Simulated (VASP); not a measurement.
Here is a VASP 6.6.1 calculation.

File INCAR:

```
SYSTEM = Al2Cu
ALGO = Fast ; EDIFF = 1E-6
EDIFFG = -0.008 ; ENCUT = 600
GGA = PS ; IBRION = 2
ISIF = 3 ; ISMEAR = 0
LASPH = .True. ; LCHARG = .False.
LREAL = .False. ; LWAVE = .False.
NELM = 100 ; NSW = 70
PREC = Accurate ; PSTRESS = 120.0
SIGMA = 0.1
```

KPOINTS

```
k-points
0
Gamma
  14 14 14
  0 0 0
```

File POSCAR:

```
Al2Cu
1.0
   -1.9607333543      1.9607333543      2.7726557775
    1.9607333543     -1.9607333543      2.7726557775
    1.9607333543      1.9607333543     -2.7726557775
Al Cu
2 1
Direct
    0.7500000000      0.2500000000      0.5000000000
    0.2500000000      0.7500000000      0.5000000000
    0.5000000000      0.5000000000      0.0000000000
```

Potentials or basis: VASP PAW PBE potentials, release 64 (Al, Cu).

Command:

```console
$ cat potpaw_PBE.64/Al/POTCAR potpaw_PBE.64/Cu/POTCAR > POTCAR
$ mpirun -np 1 vasp_std > vasp.out
```

What does it give for the relaxed volume?

14.28 Å³/atom.

What does it give for the band gap on the k mesh?

Zero (an odd number of electrons rules out a gap without spin polarisation).

Final structure:
```cif
data_structure
_symmetry_space_group_name_H-M 'P 1'
_symmetry_Int_Tables_number 1
_cell_length_a 3.9278
_cell_length_b 3.9278
_cell_length_c 3.9278
_cell_angle_alpha 119.998
_cell_angle_beta 119.998
_cell_angle_gamma 90.004
_cell_volume 42.85
loop_
_atom_site_label
_atom_site_type_symbol
_atom_site_fract_x
_atom_site_fract_y
_atom_site_fract_z
_atom_site_occupancy
Al1 Al 0.75000 0.25000 0.50000 1
Al2 Al 0.25000 0.75000 0.50000 1
Cu1 Cu 0.50000 0.50000 0.00000 1
```

Caveat: the cell is relaxed towards a set pressure, so the run minimises the enthalpy, not the energy; the PAW data sets were made with another functional, which shifts forces and pressure a little.
